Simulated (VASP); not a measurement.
LiF: single point with PBE

Crystal: LiF.

```
Li F
1.0
     5.43992    0.00000    0.00000
     0.00000    5.43992    0.00000
     0.00000    0.00000    2.84626
Li F
4 4
Direct
  0.66347 0.33653 0.25000
  0.33653 0.66347 0.75000
  0.16347 0.16347 0.00000
  0.83653 0.83653 0.50000
  0.83144 0.16856 0.75000
  0.16856 0.83144 0.25000
  0.33144 0.33144 0.50000
  0.66856 0.66856 0.00000
```

This cell differs from its parent crystal: volume scaled by 1.03, then relaxed in part.

- Program: VASP 6.6.1
- Task: single point
- Functional: PBE
- Potentials or basis: VASP PAW PBE potentials, release 64 (Li_sv, F)
- Cutoff: 520 eV
- k mesh: 4 × 4 × 8
- Occupations: gaussian, width 0.02 eV
- Spin: no spin polarisation

* Band gap on the k mesh: 7.22 eV, indirect (least direct gap 7.24 eV)

Levels at points of the mesh, in eV from the valence-band top:
```
           k point  band 16  band 17  band 18  band 19  band 20  band 21  band 22  band 23  band 24  band 25
(0.00, 0.00, 0.00)    -0.21    -0.09    -0.09    -0.04    -0.02     7.22    10.22    11.76    11.88    11.88
(0.50, 0.00, 0.00)    -0.41    -0.17    -0.17    -0.03    -0.03     8.46     8.46    11.19    11.19    13.79
(0.50, 0.50, 0.00)    -0.56    -0.05    -0.05    -0.03    -0.03     8.74     8.74    10.39    10.39    15.16
(0.00, 0.00, 0.50)    -1.08    -0.46    -0.46    -0.08    -0.08    10.70    10.70    11.96    11.96    13.92
(0.50, 0.00, 0.50)    -0.84    -0.54    -0.54    -0.18    -0.18    10.68    10.68    12.84    12.84    13.14
(0.50, 0.50, 0.50)    -1.02    -0.42    -0.42    -0.42    -0.42    11.60    11.60    11.60    11.60    13.48
```

It took 51 s on 1 thread of Intel(R) Xeon(R) Platinum 8488C (Sapphire Rapids) (shared host), peak memory 0.2 GiB.

 A k mesh can miss the band edges.
